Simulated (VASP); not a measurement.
Input of a VASP 6.6.1 run:

Contents of INCAR:

```
SYSTEM = Os
PREC = Accurate
ENCUT = 520
EDIFF = 1E-6
ISMEAR = 0
SIGMA = 0.15
LREAL = .False.
LASPH = .True.
NELM = 80
ALGO = Normal
ISIF = 2
LWAVE = .False.
LCHARG = .False.
GGA = PS
NBANDS = 10
```

Contents of KPOINTS:

```
regular mesh
0
Gamma
  20 20 20
  0 0 0
```

The input POSCAR:

```
Os
1.0
    0.0000000000      1.9936250000      1.9936250000
    1.9936250000      0.0000000000      1.9936250000
    1.9936250000      1.9936250000      0.0000000000
Os
1
Direct
    0.0000000000      0.0000000000      0.0000000000
```

Potentials or basis: VASP PAW PBE potentials, release 64 (Os).

Command:

```bash
$ cat potpaw_PBE.64/Os/POTCAR > POTCAR
$ mpirun -np 1 vasp_std > vasp.out
```

(1) Estimate the pressure.

(2) Predict the band gap on the k mesh.

Answers

(1) -40.2 GPa.

(2) zero (band 4 reaches 9.51 eV, above the bottom of band 5 at 6.11 eV).

Caveat: the cell differs from its parent crystal (strain +0.025 along x and y, +0.025 along z); the PAW data sets were made with another functional, which shifts forces and pressure a little; spin-orbit coupling is left out, which moves the levels of the heavy elements.
